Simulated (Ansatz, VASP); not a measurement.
**InP in VASP and in Ansatz**

```
In P
1.0
     0.00000    2.85500    2.79790
     2.85500    0.00000    2.79790
     2.85500    2.85500    0.00000
In P
1 1
Direct
  0.00000 0.00000 0.00000
  0.50000 0.50000 0.50000
```

Change from the starting cell: zz strain of -2 %.

Alike in both runs: task single point; functional PBEsol; k mesh 11 × 11 × 11; occupations fermi-dirac, width 0.03 eV; no spin polarisation.

```csv
,VASP,Ansatz
version,VASP 6.6.1,Ansatz 0.2.0
potentials or method,"VASP PAW PBE potentials, release 64 (In_d, P), cutoff 520 eV","all-electron LAPW, scalar-relativistic"
```

```tsv
	VASP	Ansatz	Ansatz less VASP
pressure (GPa)	-7.3	-7.3	0.00
traceless stress, the component that is largest in VASP (GPa)	1.19	1.19	-0.001
```

VASP's potentials were made for PBE, not for PBEsol. Ansatz ran all-electron here, and VASP with PAW potentials.
